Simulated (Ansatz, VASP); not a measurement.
# AgO2: VASP beside Ansatz

Contents of INCAR:

```
SYSTEM = AgO2
ALGO     = Normal         ! electronic algorithm
EDIFF    = 1E-6           ! SCF threshold, eV
ENCUT    = 520            ! plane-wave cutoff, eV
GGA      = PE             ! functional
ISIF     = 2              ! what is computed and relaxed
ISMEAR   = 0              ! smearing method
LASPH    = .TRUE.         ! aspherical terms in the spheres
LCHARG   = .FALSE.        ! write CHGCAR
LREAL    = .FALSE.        ! projectors in reciprocal space
LWAVE    = .FALSE.        ! write WAVECAR
NBANDS   = 58             ! bands
NELM     = 80             ! most SCF steps
PREC     = Accurate       ! precision mode
SIGMA    = 0.2            ! smearing width, eV
```

The input KPOINTS:

```
k-points
0
G
  4 4 4
  0 0 0
```

Contents of POSCAR:

```
AgO2
1.0
    5.3826767122      0.0000000000      0.0000000000
    0.0000000000      5.3826767122      0.0000000000
    0.0000000000      0.0000000000      5.3826767122
Ag O
4 8
Direct
    0.5000000000      0.5000000000      0.0000000000
    0.0000000000      0.5000000000      0.5000000000
    0.0000000000      0.0000000000      0.0000000000
    0.5000000000      0.0000000000      0.5000000000
    0.9252975560      0.0747024440      0.5747024440
    0.0747024440      0.9252975560      0.4252975560
    0.5747024440      0.5747024440      0.5747024440
    0.4252975560      0.4252975560      0.4252975560
    0.5747024440      0.9252975560      0.0747024440
    0.4252975560      0.0747024440      0.9252975560
    0.0747024440      0.5747024440      0.9252975560
    0.9252975560      0.4252975560      0.0747024440
```

Input for Ansatz:

```yaml
crystal:
  lattice:
    - [5.3826767122, 0.0, 0.0]
    - [0.0, 5.3826767122, 0.0]
    - [0.0, 0.0, 5.3826767122]
  atoms:
    - { symbol: Ag, position: [0.5, 0.5, 0.0] }
    - { symbol: Ag, position: [0.0, 0.5, 0.5] }
    - { symbol: Ag, position: [0.0, 0.0, 0.0] }
    - { symbol: Ag, position: [0.5, 0.0, 0.5] }
    - { symbol: O, position: [0.925297556, 0.074702444, 0.574702444] }
    - { symbol: O, position: [0.074702444, 0.925297556, 0.425297556] }
    - { symbol: O, position: [0.574702444, 0.574702444, 0.574702444] }
    - { symbol: O, position: [0.425297556, 0.425297556, 0.425297556] }
    - { symbol: O, position: [0.574702444, 0.925297556, 0.074702444] }
    - { symbol: O, position: [0.425297556, 0.074702444, 0.925297556] }
    - { symbol: O, position: [0.074702444, 0.574702444, 0.925297556] }
    - { symbol: O, position: [0.925297556, 0.425297556, 0.074702444] }
basis:
  ecutwfc: 420
kpoints:
  mp_grid: { grid: [4, 4, 4] }
hamiltonian:
  xc: pbe
scf:
  occupations: { method: gaussian, width: 0.2 }
  lower_state_search: "off"
output:
  forces: true
  stress: true
  eigenvalues: true
```

Alike in both runs: task single point; functional PBE; k mesh 4 × 4 × 4; occupations gaussian, width 0.2 eV; no spin polarisation.

|  | VASP | Ansatz |
| --- | --- | --- |
| version | VASP 6.6.1 | Ansatz 0.2.0 |
| potentials or method | VASP PAW PBE potentials, release 64 (Ag, O), cutoff 520 eV | scalar-relativistic, plane waves, PAW |
| valence electrons in the cell | 92 | 124 |

Ansatz gave:

- gap on the k mesh at the Fermi level (eV): none
- pressure (GPa): 0.1
- rms of the force components (eV/Å): 0.004

Problem. Which values does VASP return?

Solution. gap on the k mesh at the Fermi level (eV): none; pressure (GPa): 0.3; rms of the force components (eV/Å): 0.135.

Atom by atom the forces differ by 0.139 eV/Å (rms over components). A gap of «none» marks a metal or a gap that the smearing closes. One of these differences is far larger than is usual between the two programs; its cause wasn't traced. VASP's potentials hold 92 valence electrons a cell and Ansatz's 124, so a difference there can come from the potentials and not from the codes.
